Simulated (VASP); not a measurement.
Write the native input for VASP 6.6.1 that does the following.

```
Task                   : single point
Functional             : PBE
Potentials or basis    : VASP PAW PBE potentials, release 64 (Be, H)
Cutoff                 : 520 eV
k mesh                 : 6 × 4 × 1
Occupations            : gaussian, width 0.1 eV
Spin                   : no spin polarisation
Dipole correction      : yes
Further INCAR settings : LREAL = Auto; ALGO = Normal; EDIFF = 1e-06; NBANDS = 42
```

The structure of Be24H lies in POSCAR:

```
Be24H
1.0
    4.5254381414      0.0000000000      0.0000000000
    0.0000000000      7.1336190818      0.0000000000
    0.0000000000      0.0000000000     19.8685529777
Be H
24 1
Direct
    0.0000000000      0.3750000000      0.2013231665
    0.0000000000      0.8750000000      0.2013231665
    0.5000000000      0.3750000000      0.2013231665
    0.5000000000      0.8750000000      0.2013231665
    0.2500000000      0.1250000000      0.2341987732
    0.2500000000      0.6250000000      0.2341987732
    0.7500000000      0.1250000000      0.2341987732
    0.7500000000      0.6250000000      0.2341987732
    0.2500000000      0.3750000000      0.2999499865
    0.2500000000      0.8750000000      0.2999499865
    0.7500000000      0.3750000000      0.2999499865
    0.7500000000      0.8750000000      0.2999499865
    0.0000000000      0.1250000000      0.3268353583
    0.0000000000      0.6250000000      0.3268353583
    0.5000000000      0.1250000000      0.3268353583
    0.5000000000      0.6250000000      0.3268353583
    0.0000000000      0.3750000000      0.3993099146
    0.0000000000      0.8750000000      0.3993099146
    0.5000000000      0.3750000000      0.3993099146
    0.5000000000      0.8750000000      0.3993099146
    0.2500000000      0.1250000000      0.4211958962
    0.2500000000      0.6250000000      0.4211958962
    0.7500000000      0.1250000000      0.4211958962
    0.7500000000      0.6250000000      0.4211958962
    0.2500000000      0.3750000000      0.4491775875
```

One way to write it, as run:

INCAR

```
  PREC = Accurate
  ENCUT = 520
  EDIFF = 1E-6
  ISMEAR = 0
  SIGMA = 0.1
  LREAL = Auto
  LASPH = T
  NELM = 80
  ALGO = Normal
  ISIF = 2
  LWAVE = F
  LCHARG = T
  LDIPOL = T
  IDIPOL = 3
  DIPOL = 0.5 0.5 0.319
  GGA = PE
  LELF = T
  LVHAR = T
  LVACPOTAV = T
  NBANDS = 42
```

KPOINTS

```
Automatic mesh
0
Gamma
  6 4 1
```

Potentials or basis: VASP PAW PBE potentials, release 64 (Be, H).

Run with:

```console
$ cat potpaw_PBE.64/Be/POTCAR potpaw_PBE.64/H/POTCAR > POTCAR
$ mpirun -np 1 vasp_std > vasp.out
```

It gave:

The largest force is 0.696 eV/Å and the band gap on the k mesh is zero (an odd number of electrons rules out a gap without spin polarisation).

Run time: 14 min on 1 thread of Oxide Virtual Turin-like Processor (shared host), peak memory 0.65 GiB.
